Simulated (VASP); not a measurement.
Here is a VASP 6.6.1 calculation.

INCAR

```
  ALGO = Normal
  EDIFF = 1E-6
  ENCUT = 600
  GGA_COMPAT = F
  ISIF = 2
  ISMEAR = -1
  ISPIN = 2
  LASPH = T
  LCHARG = F
  LMAXMIX = 4
  LORBIT = 11
  LREAL = F
  LWAVE = F
  MAGMOM = 1 0 0
  NBANDS = 20
  NELM = 200
  PREC = Accurate
  SIGMA = 0.05
```

Contents of KPOINTS:

```
k-points
0
Gamma
  9 9 9
```

POSCAR

```
Si2Ni
1.0
    0.0000000000      2.6848585138      2.6848585138
    2.6848585138      0.0000000000      2.6848585138
    2.6848585138      2.6848585138      0.0000000000
Ni Si
1 2
Direct
    0.0000000000      0.0000000000      0.0000000000
    0.7500000000      0.7500000000      0.7500000000
    0.2500000000      0.2500000000      0.2500000000
```

Potentials or basis: VASP PAW LDA potentials, release 64 (Ni, Si).

The run is started by

```bash
$ cat potpaw_LDA.64/Ni/POTCAR potpaw_LDA.64/Si/POTCAR > POTCAR
$ mpirun -np 1 vasp_std > vasp.out
```

Problem. Estimate the net moment.

Solution. 0.00 μB per cell.

Problem. Estimate the pressure.

Solution. -1.1 GPa.

Problem. What does it give for the band gap on the k mesh?

Solution. Zero (filled and empty bands overlap).

Caveat: the moments typed at the start vanished in this run.
